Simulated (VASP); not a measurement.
Wanted: the native input for a VASP 6.6.1 run.

| Property | Result |
| --- | --- |
| Task | single point |
| Functional | PBEsol |
| Potentials or basis | VASP PAW PBE potentials, release 64 (Sr_sv) |
| Cutoff | 520 eV |
| k mesh | 12 × 12 × 6 |
| Occupations | gaussian, width 0.1 eV |
| Spin | no spin polarisation |
| Dipole correction | no |
| Further INCAR settings | ALGO = Fast; EDIFF = 1e-07; NBANDS = 17 |

The structure of Sr lies in POSCAR:

```
Sr
1.0
    4.1964590751      0.0000000000      0.0000000000
   -2.0982295376      3.6342401650      0.0000000000
    0.0000000000      0.0000000000      6.8926690420
Sr
2
Direct
    0.3333333333      0.6666666667      0.2500000000
    0.6666666667      0.3333333333      0.7500000000
```

This isn't the form of Sr at room conditions, which is fcc.

One way to write it, as run:

INCAR

```
  PREC = Accurate
  ENCUT = 520
  EDIFF = 1E-7
  ISMEAR = 0
  SIGMA = 0.1
  LREAL = F
  LASPH = T
  NELM = 100
  ALGO = Fast
  ISIF = 2
  LWAVE = F
  LCHARG = T
  GGA = PS
  LELF = T
  LVHAR = T
  NBANDS = 17
```

KPOINTS

```
regular mesh
0
Gamma
  12 12 6
```

Potentials or basis: VASP PAW PBE potentials, release 64 (Sr_sv).

Run with:

```console
$ cat potpaw_PBE.64/Sr_sv/POTCAR > POTCAR
$ mpirun -np 1 vasp_std > vasp.out
```

It gave:

The pressure is 0.0 GPa. The band gap on the k mesh is zero (bands 10 and 11 overlap by 0.23 eV).

Caveat: the PAW data sets were made with another functional, which shifts forces and pressure a little.

Run time: 4.3 min on 1 thread of AMD EPYC 7R13, on a shared host, peak memory 0.26 GiB.
